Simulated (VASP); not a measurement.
# KF (Carobbiite) (Fm-3m) in VASP: a series of runs, part 2 of 2

VASP 6.6.1. Earlier steps stand in the parts before.

### Step 4. Single point, r2SCAN

The input, POSCAR:

```
KF
1.0
    0.0000000000      2.6587949719      2.6587949719
    2.6587949719      0.0000000000      2.6587949719
    2.6587949719      2.6587949719      0.0000000000
K F
1 1
Direct
    0.0000000000      0.0000000000      0.0000000000
    0.5000000000      0.5000000000      0.5000000000
```

The input, INCAR.step1:

```
PREC = Accurate ; ENCUT = 520
ISMEAR = -1 ; SIGMA = 0.05
LREAL = False ; LASPH = True
NELM = 80 ; NBANDS = 15
GGA = PE ; ALGO = Normal
EDIFF = 1E-4 ; LWAVE = True
LCHARG = False
```

The input, INCAR.step2:

```
PREC = Accurate ; ENCUT = 520
EDIFF = 1E-7 ; ISMEAR = -1
SIGMA = 0.05 ; LREAL = False
LASPH = True ; NELM = 80
ALGO = Normal ; ISIF = 2
LWAVE = False ; LCHARG = False
METAGGA = R2SCAN ; LMIXTAU = True
NBANDS = 15 ; ISTART = 1
```

The input, KPOINTS:

```
regular mesh
0
Gamma
  12 12 12
```

Potentials or basis: VASP PAW PBE potentials, release 64 (K_sv, F).

Started as:

```bash
$ cat potpaw_PBE.64/K_sv/POTCAR potpaw_PBE.64/F/POTCAR > POTCAR
$ cp INCAR.step1 INCAR
$ mpirun -np 1 vasp_std > vasp.out
$ cp INCAR.step2 INCAR
$ mpirun -np 1 vasp_std > vasp.out
```

OUTCAR:

```text
PREC = Accurate
   ENCUT = 520
   EDIFF = 1E-7
   ISMEAR = -1
   LREAL = False
   LASPH = True
   NELM = 80
   ISIF = 2
   METAGGA = R2SCAN
   ISTART = 1

 ion  position               nearest neighbor table
   1  0.000  0.000  0.000-   2 2.66   2 2.66   2 2.66   2 2.66   2 2.66   2 2.66
   2  0.500  0.500  0.500-   1 2.66   1 2.66   1 2.66   1 2.66   1 2.66   1 2.66

  LATTYP: Found a face centered cubic cell.
 ALAT       =     5.3175899438

  Lattice vectors:

 A1 = (   0.0000000000,   2.6587949719,   2.6587949719)
 A2 = (   2.6587949719,   0.0000000000,   2.6587949719)
 A3 = (   2.6587949719,   2.6587949719,   0.0000000000)

Analysis of symmetry for initial positions (statically):
=====================================================================
 Subroutine PRICEL returns:
 Original cell was already a primitive cell.

 Routine SETGRP: Setting up the symmetry group for a
 face centered cubic supercell.

 Subroutine GETGRP returns: Found 48 space group operations
 (whereof 48 operations were pure point group operations)
 out of a pool of 48 trial point group operations.

The static configuration has the point symmetry O_h .

Analysis of symmetry for dynamics (positions and initial velocities):
=====================================================================
 Subroutine PRICEL returns:
 Original cell was already a primitive cell.

 Routine SETGRP: Setting up the symmetry group for a
 face centered cubic supercell.

 Subroutine GETGRP returns: Found 48 space group operations
 (whereof 48 operations were pure point group operations)
 out of a pool of 48 trial point group operations.

The dynamic configuration has the point symmetry O_h .

 Subroutine INISYM returns: Found 48 space group operations
 (whereof 48 operations are pure point group operations),
 and found     1 'primitive' translations

----------------------------------------------------------------------------------------

[... 120 lines left out ...]
   IVDW    =     0    specifies the selected vdW correction
   LEPSILON=     F    determine dielectric tensor
   LRPA    =     F    only Hartree local field effects (RPA)
 non-spin polarized calculation
  energy-cutoff  :      520.00
  volume of cell :       37.59
 maximum number of plane-waves:      1036
   NGX = 13   NGY = 13   NGZ = 13

 number of electron      16.0000010 magnetization

 Free energy of the ion-electron system (eV)
  ---------------------------------------------------
  ext. energy  EPLUGINS =         0.00000000
  ---------------------------------------------------
  free energy    TOTEN  =       -14.97297049 eV

  energy without entropy =      -14.97297049  energy(sigma->0) =      -14.97297049

 E-fermi :  -2.1514     XC(G=0):  -8.9727

 val. band max:       -3.3115454021   @ k =   0.0000   0.0000   0.0000
 cond. band min:       3.5971584371   @ k =   0.0000   0.0000   0.0000
 fundamental gap:      6.9087038393
 Fermi energy:        -2.1513821249

 k-point     1 :       0.0000    0.0000    0.0000
  band No.  band energies     occupation
      1     -30.3938      2.00000
      2     -23.1082      2.00000
      3     -12.8684      2.00000
      4     -12.8684      2.00000
      5     -12.8684      2.00000
      6      -3.3116      2.00000
      7      -3.3115      2.00000
      8      -3.3115      2.00000
      9       3.5972      0.00000
     10       8.1816      0.00000
     11       8.1816      0.00000
     12       8.1816      0.00000
     13      10.0633      0.00000
     14      10.0633      0.00000
[... 401 lines left out ...]
      2     -23.1886      2.00000
      3     -13.1776      2.00000
      4     -13.0201      2.00000
      5     -12.9306      2.00000
      6      -3.9509      2.00000
      7      -3.6312      2.00000
      8      -3.5766      2.00000
      9       6.6263      0.00000
     10       7.6658      0.00000
     11       9.5068      0.00000
     12      10.0311      0.00000
     13      11.7595      0.00000
     14      12.5083      0.00000
     15      13.5499      0.00000

 [... further k-points ...]

------------------------ aborting loop because EDIFF is reached ----------------------------------------

  FORCE on cell =-STRESS in cart. coord.  units (eV):
  Direction    XX          YY          ZZ          XY          YZ          ZX
  --------------------------------------------------------------------------------------
  -------------------------------------------------------------------------------------
  Total       -0.0061353     -0.0061353     -0.0061353      0.0000000     -0.0000000     -0.0000000
  in kB       -0.2614943     -0.2614943     -0.2614943      0.0000000     -0.0000000     -0.0000000
  external PRESSURE =      -0.2614943 kB  Pullay stress =       0.0000000 kB

 VOLUME and BASIS-vectors are now :
 -----------------------------------------------------------------------------
  energy-cutoff  :      520.00
  volume of cell :       37.59
      direct lattice vectors                 reciprocal lattice vectors
     0.000000000  2.658794972  2.658794972    -0.188055117  0.188055117  0.188055117
     2.658794972  0.000000000  2.658794972     0.188055117 -0.188055117  0.188055117
     2.658794972  2.658794972  0.000000000     0.188055117  0.188055117 -0.188055117

 POSITION                                       TOTAL-FORCE (eV/Angst)
 -----------------------------------------------------------------------------------
      0.00000      0.00000      0.00000         0.000000      0.000000     -0.000000
      2.65879      2.65879      2.65879        -0.000000     -0.000000      0.000000
 -----------------------------------------------------------------------------------
    total drift:                                0.000000      0.000000      0.000000

  FREE ENERGIE OF THE ION-ELECTRON SYSTEM (eV)
  ---------------------------------------------------
  free  energy   TOTEN  =       -14.9729704851 eV

  energy  without entropy=      -14.9729704851  energy(sigma->0) =      -14.97297049
```

OUTCAR.step1:

```text
PREC = Accurate
   ENCUT = 520
   ISMEAR = -1
   LREAL = False
   LASPH = True
[... 652 lines left out ...]
      0.00000      0.00000      0.00000         0.000000      0.000000      0.000000
      2.65879      2.65879      2.65879        -0.000000     -0.000000     -0.000000
 -----------------------------------------------------------------------------------
    total drift:                                0.000000      0.000000      0.000000

  FREE ENERGIE OF THE ION-ELECTRON SYSTEM (eV)
  ---------------------------------------------------
  free  energy   TOTEN  =        -8.2835506407 eV

  energy  without entropy=       -8.2835506406  energy(sigma->0) =       -8.28355064
```

OSZICAR.step1:

```text
N       E                     dE             d eps       ncg     rms          rms(c)
DAV:   1     0.108804835794E+03    0.10880E+03   -0.82402E+03  2168   0.104E+03
DAV:   2    -0.504453992171E+01   -0.11385E+03   -0.10467E+03  2820   0.283E+02
DAV:   3    -0.942252223966E+01   -0.43780E+01   -0.43596E+01  2829   0.492E+01
DAV:   4    -0.954111097540E+01   -0.11859E+00   -0.11857E+00  2906   0.764E+00
DAV:   5    -0.954308215611E+01   -0.19712E-02   -0.19712E-02  2954   0.818E-01    0.635E+00
DAV:   6    -0.831338999402E+01    0.12297E+01   -0.34786E+00  2300   0.149E+01    0.411E+00
DAV:   7    -0.828501064020E+01    0.28379E-01   -0.66117E-02  2713   0.223E+00    0.231E+00
DAV:   8    -0.828133617337E+01    0.36745E-02   -0.50406E-02  2405   0.223E+00    0.193E-01
DAV:   9    -0.828287308362E+01   -0.15369E-02   -0.38616E-03  2762   0.516E-01    0.124E-01
DAV:  10    -0.828342799016E+01   -0.55491E-03   -0.46953E-04  2307   0.189E-01    0.604E-02
DAV:  11    -0.828355222717E+01   -0.12424E-03   -0.12597E-04  2258   0.949E-02    0.197E-02
DAV:  12    -0.828355064071E+01    0.15865E-05   -0.11491E-05  1640   0.365E-02
   1 F= -.82835506E+01 E0= -.82835506E+01  d E =-.753947E-10
```

Wall time 1.7 min (1 thread of Intel Xeon Platinum 8488C (Sapphire Rapids), shared host); peak memory 0.18 GiB.

What came out:

```
Free energy            : -14.9730 eV
Pressure               : 0.0 GPa
Band gap on the k mesh : 6.91 eV, direct
```

Caveat: the PAW data sets were made with another functional, which shifts forces and pressure a little. A k mesh can miss the band edges.

### Step 5. The runs side by side

| cell | k mesh | smearing | gap on the mesh (eV) | pressure (GPa) |
| --- | --- | --- | --- | --- |
| a = 3.760 Å, angles 60.0°, 2 atoms | 8 × 8 × 8 | gaussian 0.01 eV | 6.91 | 0.0 |
| a = 3.779 Å, angles 60.0°, 2 atoms | 8 × 8 × 8 | gaussian 0.01 eV | 6.83 | -0.5 |
| a = 3.760 Å, angles 60.0°, 2 atoms | 12 × 12 × 12 | fermi-dirac 0.05 eV | 6.91 | 0.0 |

Alike in all rows: task single point; level r2SCAN; potentials or basis VASP PAW PBE potentials, release 64 (K_sv, F); no spin polarisation; cutoff (eV) 520.

Caveats: the PAW data sets were made with another functional, which shifts forces and pressure a little.

Total energies depend on the potentials used, so only differences within one code and one set of settings carry meaning.
